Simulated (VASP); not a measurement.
# SbSe3 (R3m) in VASP: notebook

The runs below take SbSe3 through single point, with PBEsol.

Program: VASP 6.6.1. These are calculated values, not measurements. Logs are shortened: lines on timing, memory, paths and dates and some standing lists are left out, and cuts for length are marked.

## (1) The cell of the first run

The structure is trigonal, space group R3m (No. 160). The conventional cell has a = 3.863 Å, b = 3.863 Å, c = 22.994 Å, α = 90.00°, β = 90.00°, γ = 120.00°. Within 3.8 Å of Sb (site symmetry 3m) lie 6 Se at 2.88 to 2.93 Å. Within 3.9 Å of Se (site symmetry 3m) lie 12 Se at 2.96 to 3.86 Å and 1 Sb at 3.89 Å. Se (site symmetry 3m) has 3 Sb at 2.93 Å and 9 Se at 2.99 to 3.86 Å within 3.9 Å. Se (site symmetry 3m) has 3 Sb at 2.88 Å and 3 Se at 2.96 Å within 3.8 Å.

## (2) Single point, PBEsol

File INCAR:

```
SYSTEM = SbSe3
ALGO = Normal
EDIFF = 1E-6
ENCUT = 520
GGA = PS
ISIF = 2
ISMEAR = 0
LASPH = .TRUE.
LCHARG = .FALSE.
LREAL = .FALSE.
LWAVE = .FALSE.
NBANDS = 20
NELM = 60
PREC = Accurate
SIGMA = 0.1
```

File KPOINTS:

```
k-points
0
G
  6 6 6
  0 0 0
```

File POSCAR:

```
SbSe3
1.0
    1.9315117888      1.1151588512      7.6645354291
   -1.9315117888      1.1151588512      7.6645354291
    0.0000000000     -2.2303177024      7.6645354291
Sb Se
1 3
Direct
    0.3927122740      0.3927122740      0.3927122740
    0.2235390926      0.2235390926      0.2235390926
    0.9768227887      0.9768227887      0.9768227887
    0.8054248448      0.8054248448      0.8054248448
```

Potentials or basis: VASP PAW PBE potentials, release 64 (Sb, Se).

The run is started by

```bash
> cat potpaw_PBE.64/Sb/POTCAR potpaw_PBE.64/Se/POTCAR > POTCAR
> mpirun -np 1 vasp_std > vasp.out
```

OUTCAR:

```text
SYSTEM = SbSe3
   EDIFF = 1E-6
   ENCUT = 520
   GGA = PS
   ISIF = 2
   ISMEAR = 0
   LASPH = .TRUE.
   LREAL = .FALSE.
   NELM = 60
   PREC = Accurate

 ion  position               nearest neighbor table
   1  0.393  0.393  0.393-   4 2.88   4 2.88   4 2.88   3 2.93   3 2.93   3 2.93
   2  0.224  0.224  0.224-
   3  0.977  0.977  0.977-   1 2.93   1 2.93   1 2.93
   4  0.805  0.805  0.805-   1 2.88   1 2.88   1 2.88

  LATTYP: Found a trigonal (rhomboedric) cell.
 ALAT       =     7.9824445127
 COS(alpha) =     0.8829010758

  Lattice vectors:

 A1 = (   1.9315117888,   1.1151588512,   7.6645354291)
 A2 = (  -1.9315117888,   1.1151588512,   7.6645354291)
 A3 = (   0.0000000000,  -2.2303177024,   7.6645354291)

Analysis of symmetry for initial positions (statically):
=====================================================================
 Subroutine PRICEL returns:
 Original cell was already a primitive cell.

 Routine SETGRP: Setting up the symmetry group for a
 trigonal (rhombohedral) supercell.

 Subroutine GETGRP returns: Found  6 space group operations
 (whereof  6 operations were pure point group operations)
 out of a pool of 12 trial point group operations.

The static configuration has the point symmetry C_3v.

Analysis of symmetry for dynamics (positions and initial velocities):
=====================================================================
 Subroutine PRICEL returns:
 Original cell was already a primitive cell.

 Routine SETGRP: Setting up the symmetry group for a
 trigonal (rhombohedral) supercell.

 Subroutine GETGRP returns: Found  6 space group operations
 (whereof  6 operations were pure point group operations)
 out of a pool of 12 trial point group operations.

The dynamic configuration has the point symmetry C_3v.

 Subroutine INISYM returns: Found  6 space group operations
 (whereof  6 operations are pure point group operations),
 and found     1 'primitive' translations

----------------------------------------------------------------------------------------

                                     Primitive cell

  volume of cell :      99.0538

  direct lattice vectors                    reciprocal lattice vectors
     1.931511789  1.115158851  7.664535429     0.258864586  0.149455539  0.043490351
    -1.931511789  1.115158851  7.664535429    -0.258864586  0.149455539  0.043490351
     0.000000000 -2.230317702  7.664535429     0.000000000 -0.298911077  0.043490351

  length of vectors
     7.982444513  7.982444513  7.982444513     0.302058343  0.302058343  0.302058343

  position of ions in fractional coordinates (direct lattice)
     0.392712274  0.392712274  0.392712274
     0.223539093  0.223539093  0.223539093
     0.976822789  0.976822789  0.976822789
     0.805424845  0.805424845  0.805424845

  ion indices of the primitive-cell ions
   primitive index   ion index
                 1           1
                 2           2
                 3           3
                 4           4

----------------------------------------------------------------------------------------

 KPOINTS: k-points

Automatic generation of k-mesh.
 Grid dimensions read from file:
 generate k-points for:    6    6    6

 Generating k-lattice:

  Cartesian coordinates                     Fractional coordinates (reciprocal lattice)
     0.043144098  0.024909256  0.007248392     0.166666667 -0.000000000  0.000000000
    -0.043144098  0.024909256  0.007248392    -0.000000000  0.166666667  0.000000000
     0.000000000 -0.049818513  0.007248392     0.000000000  0.000000000  0.166666667

  Length of vectors
     0.050343057  0.050343057  0.050343057

  Shift w.r.t. Gamma in fractional coordinates (k-lattice)
     0.000000000  0.000000000  0.000000000

 Subroutine IBZKPT returns following result:
 ===========================================

 Found     32 irreducible k-points:

 Following reciprocal coordinates:
            Coordinates               Weight
  0.000000  0.000000  0.000000      1.000000
  0.166667  0.000000  0.000000      6.000000
  0.333333  0.000000  0.000000      6.000000
  0.500000  0.000000 -0.000000      3.000000
  0.166667  0.166667  0.000000      6.000000
  0.333333  0.166667 -0.000000     12.000000
[... 16 lines left out ...]
  0.500000  0.500000  0.166667      6.000000
 -0.333333  0.500000  0.166667     12.000000
 [... further k-points ...]
   k-points           NKPTS =     32   k-points in BZ     NKDIM =     32   number of bands    NBANDS=     20
   number of dos      NEDOS =    301   number of ions     NIONS =      4
   total plane-waves  NPLWV = 216000
   dimension x,y,z NGX =    60 NGY =   60 NGZ =   60
   dimension x,y,z NGXF=   120 NGYF=  120 NGZF=  120
   ions per type =               1   3
   NGX,Y,Z   is equivalent  to a cutoff of  12.50, 12.50, 12.50 a.u.
   NGXF,Y,Z  is equivalent  to a cutoff of  24.99, 24.99, 24.99 a.u.
 SYSTEM =  SbSe3
   PREC   = accura    normal or accurate (medium, high low for compatibility)
   ISTART =      0    job   : 0-new  1-cont  2-samecut
   ICHARG =      2    charge: 1-file 2-atom 10-const
   ISPIN  =      1    spin polarized calculation?
   LNONCOLLINEAR =      F non collinear calculations
   LSORBIT =      F    spin-orbit coupling
   LASPH  =      T    aspherical Exc in radial PAW
   ENCUT  =  520.0 eV  38.22 Ry    6.18 a.u.  14.84 14.84 14.84*2*pi/ulx,y,z
   NELM   =     60;   NELMIN=  2; NELMDL= -5     # of ELM steps
   EDIFF  = 0.1E-05   stopping-criterion for ELM
   LREAL  =      F    real-space projection
[... 7 lines left out ...]
   TEBEG  =    0.0;   TEEND  =   0.0 temperature during run
   PSTRESS=    0.0 pullay stress
   NELECT =      23.0000    total number of electrons
   NUPDOWN=      -1.0000    fix difference up-down
   EMIN   =  10.00;   EMAX   =-10.00  energy-range for DOS
   EFERMI =   0.00;   METHOD = LEGACY
   ISMEAR =     0;   SIGMA  =   0.10  broadening in eV -4-tet -1-fermi 0-gaus
   EFERMI_NEDOS =   21; number of points for ismear=-14 and -15
   IALGO  =     38    algorithm
   IMIX   =      4    mixing-type and parameters
     AMIX     =   0.40;   BMIX     =  1.00
     AMIX_MAG =   1.60;   BMIX_MAG =  1.00
  volume/ion in A,a.u.               =      24.76       167.11
  Fermi-wavevector in a.u.,A,eV,Ry     =   1.006222  1.901483 13.775658  1.012482
  Thomas-Fermi vector in A             =   2.138951
   LORBIT       =      0    0 simple, 1 ext, 2 COOP (PROOUT), +10 PAW based schemes
   GGA     = PS    functional components
   LHFCALC =     F    Hartree Fock is set to
   AEXX    =    0.0000 exact exchange contribution
   IVDW    =     0    specifies the selected vdW correction
   LEPSILON=     F    determine dielectric tensor
   LRPA    =     F    only Hartree local field effects (RPA)
 non-spin polarized calculation
 Gauss-broadening in eV      SIGMA  =   0.10
  energy-cutoff  :      520.00
  volume of cell :       99.05
 maximum number of plane-waves:      2686
   NGX = 29   NGY = 29   NGZ = 29

 number of electron      23.0000000 magnetization

 Free energy of the ion-electron system (eV)
  ---------------------------------------------------
  ext. energy  EPLUGINS =         0.00000000
  ---------------------------------------------------
  free energy    TOTEN  =       -15.72569623 eV

  energy without entropy =      -15.71430815  energy(sigma->0) =      -15.72000219

 E-fermi :   4.9640     XC(G=0):  -9.9179

 val. band max:        4.9533982882   @ k =   0.1667   0.1667   0.0000
 cond. band min:       4.9890626059   @ k =   0.3333   0.3333   0.3333
 fundamental gap:      0.0356643178
 Fermi energy:         4.9640153459

 k-point     1 :       0.0000    0.0000    0.0000
  band No.  band energies     occupation
      1     -10.0344      2.00000
      2      -8.5844      2.00000
      3      -7.4597      2.00000
      4      -3.2457      2.00000
      5       0.9770      2.00000
      6       2.8591      2.00000
[... 12 lines left out ...]
     19      12.2486      0.00000
     20      12.2486      0.00000

 k-point     2 :       0.1667    0.0000    0.0000
  band No.  band energies     occupation
      1      -9.7727      2.00000
      2      -8.4474      2.00000
      3      -7.2909      2.00000
      4      -3.5375      2.00000
      5       1.1368      2.00000
      6       1.7315      2.00000
[... 12 lines left out ...]
     19      12.5630      0.00000
     20      12.6816      0.00000

 k-point     3 :       0.3333    0.0000    0.0000
  band No.  band energies     occupation
      1      -9.0686      2.00000
      2      -8.1332      2.00000
      3      -7.0886      2.00000
      4      -4.0897      2.00000
      5      -0.3349      2.00000
      6       0.4794      2.00000
[... 12 lines left out ...]
     19      13.1681      0.00000
     20      13.6357      0.00000

 k-point     4 :       0.5000    0.0000   -0.0000
  band No.  band energies     occupation
      1      -8.4500      2.00000
      2      -7.9823      2.00000
      3      -7.2635      2.00000
      4      -4.2343      2.00000
      5      -1.1107      2.00000
      6      -0.3259      2.00000
[... 12 lines left out ...]
     19      13.7026      0.00000
     20      15.3949      0.00000

 k-point     5 :       0.1667    0.1667    0.0000
  band No.  band energies     occupation
      1      -9.7559      2.00000
      2      -8.5138      2.00000
      3      -7.2230      2.00000
      4      -3.5531      2.00000
      5       0.9801      2.00000
      6       1.5477      2.00000
[... 12 lines left out ...]
     19      12.4613      0.00000
     20      12.4641      0.00000
[... 353 lines left out ...]
      6       0.0194      2.00000
[... 12 lines left out ...]
     19      12.9669      0.00000
     20      13.7445      0.00000

 k-point    22 :      -0.1667    0.3333    0.1667
  band No.  band energies     occupation
      1      -8.5247      2.00000
      2      -7.9298      2.00000
      3      -7.2124      2.00000
      4      -4.2873      2.00000
      5      -0.7294      2.00000
      6      -0.0032      2.00000
[... 12 lines left out ...]
     19      13.0599      0.00000
     20      13.6390      0.00000

 k-point    23 :       0.5000    0.5000    0.1667
  band No.  band energies     occupation
      1      -8.8869      2.00000
      2      -8.4830      2.00000
      3      -6.9117      2.00000
      4      -4.0098      2.00000
      5      -0.2851      2.00000
      6       0.3301      2.00000
[... 12 lines left out ...]
     19      13.3315      0.00000
     20      14.0187      0.00000

 k-point    24 :      -0.3333    0.5000    0.1667
  band No.  band energies     occupation
      1      -8.3859      2.00000
      2      -8.1340      2.00000
      3      -7.1745      2.00000
      4      -4.2444      2.00000
      5      -0.3362      2.00000
      6       0.4031      2.00000
[... 12 lines left out ...]
     19      13.1386      0.00000
     20      13.5090      0.00000

 [... further k-points ...]
[... 5 lines left out ...]
  --------------------------------------------------------------------------------------
  -------------------------------------------------------------------------------------
  Total       -1.7406678     -1.7406678     -3.4336337      0.0000000      0.0000000      0.0000000
  in kB      -28.1549838    -28.1549838    -55.5384000      0.0000000      0.0000000      0.0000000
  external PRESSURE =     -37.2827892 kB  Pullay stress =       0.0000000 kB

 VOLUME and BASIS-vectors are now :
 -----------------------------------------------------------------------------
  energy-cutoff  :      520.00
  volume of cell :       99.05
      direct lattice vectors                 reciprocal lattice vectors
     1.931511789  1.115158851  7.664535429     0.258864586  0.149455539  0.043490351
    -1.931511789  1.115158851  7.664535429    -0.258864586  0.149455539  0.043490351
     0.000000000 -2.230317702  7.664535429     0.000000000 -0.298911077  0.043490351

 POSITION                                       TOTAL-FORCE (eV/Angst)
 -----------------------------------------------------------------------------------
      0.00000      0.00000      9.02987         0.000000      0.000000      0.038568
      0.00000      0.00000      5.13997         0.000000      0.000000      0.017286
      0.00000      0.00000     22.46068         0.000000      0.000000      0.023900
      0.00000      0.00000     18.51962         0.000000      0.000000     -0.079754
 -----------------------------------------------------------------------------------
    total drift:                               -0.000000      0.000000      0.000007

  FREE ENERGIE OF THE ION-ELECTRON SYSTEM (eV)
  ---------------------------------------------------
  free  energy   TOTEN  =       -15.7256962255 eV

  energy  without entropy=      -15.7143081476  energy(sigma->0) =      -15.72000219
```

Run time: 2.6 min. Hardware: 1 thread of Intel Xeon Platinum 8488C (Sapphire Rapids), shared host; peak memory 0.48 GiB.

Results:

| Item | Value |
| --- | --- |
| Free energy | -15.7257 eV |
| Pressure | -3.7 GPa |
| Largest force | 0.080 eV/Å |

Forces on the atoms (eV/Å):
```
Sb   0.000  0.000  0.039
Se   0.000  0.000  0.017
Se   0.000  0.000  0.024
Se   0.000  0.000 -0.080
```

Caveat: the PAW data sets were made with another functional, which shifts forces and pressure a little; spin-orbit coupling is left out, which moves the levels of the heavy elements.

## (3) Single point, PBEsol

This run uses another cell than the first one, of 23.49 Å³/atom, 0.949 times its volume.

File INCAR:

```
SYSTEM = SbSe3
PREC     = Accurate       ! precision mode
ENCUT    = 520            ! plane-wave cutoff, eV
EDIFF    = 1E-6           ! SCF threshold, eV
ISMEAR   = 0              ! smearing method
SIGMA    = 0.1            ! smearing width, eV
LREAL    = .False.        ! projectors in reciprocal space
LASPH    = .True.         ! aspherical terms in the spheres
NELM     = 60             ! most SCF steps
ALGO     = Normal         ! electronic algorithm
ISIF     = 2              ! what is computed and relaxed
LWAVE    = .False.        ! write WAVECAR
LCHARG   = .False.        ! write CHGCAR
GGA      = PS             ! functional
NBANDS   = 20             ! bands
```

File KPOINTS:

```
regular mesh
0
Gamma
  12 12 12
  0 0 0
```

File POSCAR:

```
SbSe3
1.0
    1.9231300144      1.1103196315      7.3352051652
   -1.9231300144      1.1103196315      7.3352051652
    0.0000000000     -2.2206392630      7.3352051652
Sb Se
1 3
Direct
    0.3930961450      0.3930961450      0.3930961450
    0.2227045849      0.2227045849      0.2227045849
    0.9768299989      0.9768299989      0.9768299989
    0.8058682713      0.8058682713      0.8058682713
```

Potentials or basis: VASP PAW PBE potentials, release 64 (Sb, Se).

The run is started by

```bash
> cat potpaw_PBE.64/Sb/POTCAR potpaw_PBE.64/Se/POTCAR > POTCAR
> mpirun -np 1 vasp_std > vasp.out
```

Wall time 14 min (1 thread of Intel Xeon Platinum 8488C (Sapphire Rapids), shared host); peak memory 0.69 GiB.

The run converged. Its results:

```yaml
Free_energy: -15.8159 eV
Pressure: 0.1 GPa
Largest_force: 0.010 eV/Å
```

Forces in eV/Å, atoms in the order of the input:
```
Sb   0.000  0.000 -0.010
Se   0.000  0.000 -0.004
Se   0.000  0.000  0.005
Se   0.000  0.000  0.010
```

Levels at points of the mesh, in eV from the Fermi level:
```
           k point  band 8  band 9  band 10  band 11  band 12  band 13  band 14  band 15  band 16  band 17
(0.00, 0.00, 0.00)   -1.49   -1.49    -0.64    -0.38    -0.38    -0.28     2.11     2.11     2.96     4.20
(0.50, 0.00, 0.00)   -3.29   -2.74    -2.37    -0.77    -0.58     0.51     2.44     2.88     3.19     4.31
(0.50, 0.50, 0.00)   -3.94   -3.74    -2.05    -1.04    -0.08     0.48     2.49     3.44     3.63     3.69
(0.50, 0.50, 0.50)   -2.32   -1.90    -1.90    -0.04    -0.04     1.47     1.92     2.08     2.08     5.76
```

Caveat: the PAW data sets were made with another functional, which shifts forces and pressure a little; spin-orbit coupling is left out, which moves the levels of the heavy elements.
